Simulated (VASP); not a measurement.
Here is a VASP 6.6.1 calculation.

Contents of POSCAR:

```
CuO
1.0
    2.3446497600     -1.7133998200      0.0000000000
    2.3446497600      1.7133998200      0.0000000000
   -0.8605499100      0.0000000000      5.0594394800
Cu O
2 2
Direct
    0.0032000000      0.4968000000      0.0000000000
    0.4968000000      0.0032000000      0.5000000000
    0.5714000000      0.4056000000      0.2537000000
    0.4056000000      0.5714000000      0.7537000000
```

File INCAR.step1:

```
SYSTEM = CuO
  PREC = Accurate
  ENCUT = 520
  ISMEAR = -1
  SIGMA = 0.05
  LREAL = .False.
  LASPH = .True.
  NELM = 80
  NBANDS = 25
  GGA = PE
  ALGO = Normal
  EDIFF = 1E-4
  LWAVE = .True.
  LCHARG = .False.
```

File INCAR.step2:

```
SYSTEM = CuO
  PREC = Accurate
  ENCUT = 520
  EDIFF = 1E-6
  ISMEAR = -1
  SIGMA = 0.05
  LREAL = .False.
  LASPH = .True.
  NELM = 80
  ALGO = Normal
  ISIF = 2
  LWAVE = .False.
  LCHARG = .True.
  METAGGA = R2SCAN
  LMIXTAU = .True.
  LELF = .True.
  LVHAR = .True.
  NBANDS = 25
  ISTART = 1
```

File KPOINTS:

```
Automatic mesh
0
Gamma
  10 10 5
  0 0 0
```

Potentials or basis: VASP PAW PBE potentials, release 64 (Cu, O).

Command:

```bash
$ cat potpaw_PBE.64/Cu/POTCAR potpaw_PBE.64/O/POTCAR > POTCAR
$ cp INCAR.step1 INCAR
$ mpirun -np 1 vasp_std > vasp.out
$ cp INCAR.step2 INCAR
$ mpirun -np 1 vasp_std > vasp.out
```

Problem. What does it give for the pressure?

Solution. -0.3 GPa.

Problem. Predict the largest force.

Solution. 0.767 eV/Å.

Problem. Estimate the band gap on the k mesh.

Solution. Zero (bands 17 and 18 overlap by 0.59 eV).

Stress tensor (GPa, compression positive):
```
-0.58  0.00 -1.27
 0.00  0.86  0.00
-1.27  0.00 -1.22
```

Caveat: the PAW data sets were made with another functional, which shifts forces and pressure a little; semilocal functionals often make such compounds metallic where correlation or magnetic order opens a gap, which also shifts bond lengths. With open d or f shells a metallic result of r2SCAN can be an artefact of self-interaction; +U or a hybrid may open a gap.
